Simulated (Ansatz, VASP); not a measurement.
## Two plane-wave programs on H

```
H
1.0
     2.49341    0.00000    0.00000
     0.00000    2.49341    0.00000
     0.00000    0.00000    1.10721
H
1
Cartesian
  0.0000 0.0000 0.5536
```

Alike in both runs: task single point; functional PBE; dispersion D3(BJ); k mesh 12 × 12 × 30; occupations gaussian, width 0.05 eV; no spin polarisation.

|  | VASP | Ansatz |
| --- | --- | --- |
| version | VASP 6.6.1 | Ansatz 0.2.0 |
| potentials or method | VASP PAW PBE potentials, release 64 (H), cutoff 520 eV | scalar-relativistic, plane waves, PAW |
| valence electrons in the cell | 1 | 1 |

VASP gave:

```
gap on the k mesh at the Fermi level (eV)                     : none
pressure (GPa)                                                : -10.7
traceless stress, the component that is largest in VASP (GPa) : -21.95
```

**Question.** Estimate Ansatz's values.

**Answer.** gap on the k mesh at the Fermi level (eV): none; pressure (GPa): -10.4; traceless stress, the component that is largest in VASP (GPa): -21.86.

A gap of «none» marks a metal or a gap that the smearing closes.
